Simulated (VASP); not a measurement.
Sb:

```
Sb
1.0
    -1.57654    1.57654    2.71194
     1.57654   -1.57654    2.71194
     1.57654    1.57654   -2.71194
Sb
1
Cartesian
  0.0000 0.0000 0.0000
```

| Quantity | Value |
| --- | --- |
| Program | VASP 6.6.1 |
| Task | relaxation of cell and atoms |
| Functional | BLYP |
| Potentials or basis | VASP PAW PBE potentials, release 64 (Sb) |
| Cutoff | 600 eV |
| k mesh | 12 × 12 × 12 |
| Occupations | fermi-dirac, width 0.05 eV |
| Spin | no spin polarisation |

At the start: pressure 7.6 GPa; volume 26.96 Å³/atom.

**Question.** Where does the relaxation end?

**Answer.** Over 16 steps the energy falls by 103.6 meV/atom and the volume is 32.44 Å³/atom (+20.3 %); space group I4/mmm (No. 139, to 0.05 Å).

The path:
```
step  energy change (eV)  largest force (eV/Å)  pressure (GPa)  volume (Å³)
   1              0.0000                0.0000            7.63        26.96
   2             -0.0678                0.0000           -1.93        32.29
   3             -0.0779                0.0000            0.04        30.65
   4             -0.0779                0.0000           -0.06        30.73
   5             -0.0809                0.0000           -0.08        30.80
   6             -0.0897                0.0000           -0.02        30.97
   7             -0.0970                0.0000            0.81        31.23
   8             -0.0543                0.0000            4.34        31.36
   9             -0.0995                0.0000            1.20        31.29
  10             -0.0993                0.0000            1.39        31.31
  11             -0.1005                0.0000            1.19        31.55
  12             -0.1012                0.0000            0.97        31.86
  13             -0.1013                0.0000            0.88        31.99
  14             -0.1024                0.0000            0.63        32.12
  15             -0.1036                0.0000           -0.03        32.45
  16             -0.1036                0.0000           -0.02        32.44
```

Final structure:
```yaml
crystal:
  lattice:
    - [-1.57762, 1.57762, 3.25813]
    - [1.57762, -1.57762, 3.25813]
    - [1.57762, 1.57762, -3.25813]
  atoms:
    - { symbol: Sb, position: [0.00000, 0.00000, 0.00000] }
```

Caveat: the volume moved by over 15 % at a fixed basis, so the end points are rough; the PAW data sets were made with another functional, which shifts forces and pressure a little.
